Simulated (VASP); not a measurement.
Set up this calculation in VASP 6.6.1, as the native input.

```
Task                   : single point
Functional             : LDA
Potentials or basis    : VASP PAW LDA potentials, release 64 (Zn, Se, S)
Cutoff                 : 520 eV
k mesh                 : 8 × 8 × 6
Occupations            : gaussian, width 0.05 eV
Spin                   : no spin polarisation
Dipole correction      : no
Further INCAR settings : ALGO = Normal; EDIFF = 1e-07; NBANDS = 26
```

The structure of Zn2SeS lies in POSCAR:

```
Zn2SeS
1.0
    3.9092870600      0.0000000000      0.0000000000
    0.0000000000      3.9092870600      0.0000000000
    0.0000000000      0.0000000000      5.5221151400
Zn Se S
2 1 1
Direct
    0.5000000000      0.0000000000      0.7630636300
    0.0000000000      0.5000000000      0.2369363700
    0.0000000000      0.0000000000      0.5000000000
    0.5000000000      0.5000000000      0.0000000000
```

One way to write it, as run:

INCAR

```
SYSTEM = Zn2SeS
ALGO     = Normal         ! electronic algorithm
EDIFF    = 1E-7           ! SCF threshold, eV
ENCUT    = 520            ! plane-wave cutoff, eV
ISIF     = 2              ! what is computed and relaxed
ISMEAR   = 0              ! smearing method
LASPH    = .TRUE.         ! aspherical terms in the spheres
LCHARG   = .FALSE.        ! write CHGCAR
LREAL    = .FALSE.        ! projectors in reciprocal space
LWAVE    = .FALSE.        ! write WAVECAR
NBANDS   = 26             ! bands
NELM     = 60             ! most SCF steps
PREC     = Accurate       ! precision mode
SIGMA    = 0.05           ! smearing width, eV
```

KPOINTS

```
k-points
0
G
  8 8 6
  0 0 0
```

Potentials or basis: VASP PAW LDA potentials, release 64 (Zn, Se, S).

Command:

```bash
$ cat potpaw_LDA.64/Zn/POTCAR potpaw_LDA.64/Se/POTCAR potpaw_LDA.64/S/POTCAR > POTCAR
$ mpirun -np 1 vasp_std > vasp.out
```

Results of the run:

```json
{
  "Pressure": "-3.4 GPa",
  "Band gap on the k mesh": "1.40 eV, direct"
}
```

It took 3 min on 1 thread of AMD EPYC 7R13, with other jobs on the host, peak memory 0.22 GiB.
